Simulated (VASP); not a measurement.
A run of VASP 6.6.1 is set up as follows.

INCAR

```
SYSTEM = CsCdCl3
PREC = Accurate
ENCUT = 500
EDIFF = 1E-6
ISMEAR = 0
SIGMA = 0.02
LREAL = .FALSE.
LASPH = .TRUE.
NELM = 120
ALGO = Normal
ISIF = 2
LWAVE = .FALSE.
LCHARG = .TRUE.
GGA = CA
LELF = .TRUE.
LVHAR = .TRUE.
NBANDS = 29
GGA_COMPAT = .FALSE.
```

The input KPOINTS:

```
regular mesh
0
G
  6 6 6
  0 0 0
```

The input POSCAR:

```
CsCdCl3
1.0
    4.9579701689      0.0000000000      0.0000000000
    0.0000000000      4.9579701689      0.0000000000
    0.0000000000      0.0000000000      4.9579701689
Cs Cd Cl
1 1 3
Direct
    0.0000000000      0.0000000000      0.0000000000
    0.5000000000      0.5000000000      0.5000000000
    0.0000000000      0.5000000000      0.5000000000
    0.5000000000      0.0000000000      0.5000000000
    0.5000000000      0.5000000000      0.0000000000
```

Potentials or basis: VASP PAW LDA potentials, release 64 (Cs_sv, Cd, Cl).

Launch:

```console
$ cat potpaw_LDA.64/Cs_sv/POTCAR potpaw_LDA.64/Cd/POTCAR potpaw_LDA.64/Cl/POTCAR > POTCAR
$ mpirun -np 1 vasp_std > vasp.out
```

Task: What does it give for the pressure?

Result: 5.3 GPa.

Task: What does it give for the band gap on the k mesh?

Result: 1.74 eV, indirect (least direct gap 2.75 eV).

Caveat: spin-orbit coupling is left out, which moves the levels of the heavy elements. LDA gaps usually lie below the measured ones, often by a third to a half.
